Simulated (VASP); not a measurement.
A run of VASP 6.6.1:

The input INCAR:

```
SYSTEM = P
PREC = Accurate ; ENCUT = 520
EDIFF = 1E-6 ; ISMEAR = -1
SIGMA = 0.05 ; LREAL = .False.
LASPH = .True. ; NELM = 80
ALGO = Normal ; ISIF = 2
LWAVE = .False. ; LCHARG = .False.
GGA = PE ; NBANDS = 12
```

KPOINTS

```
Automatic mesh
0
Gamma
  15 15 15
  0 0 0
```

Contents of POSCAR:

```
P
1.0
    1.4655139820     -0.8461148920      2.3808882926
    0.0000000000      1.6922297840      2.3808882926
   -1.4655139820     -0.8461148920      2.3808882926
P
2
Direct
    0.2499999768      0.2499999768      0.2499999768
   -0.2499999768     -0.2499999768     -0.2499999768
```

Potentials or basis: VASP PAW PBE potentials, release 64 (P).

Command:

```sh
$ cat potpaw_PBE.64/P/POTCAR > POTCAR
$ mpirun -np 1 vasp_std > vasp.out
```

Hardware: 1 thread of Intel Xeon 8259CL, on a shared host.

**Question.** How long does it take, and how much memory?

**Answer.** It took 50 s on 1 thread of Intel Xeon 8259CL, with other jobs on the host, peak memory 0.17 GiB. Counts: scf iterations 10, k points 344.
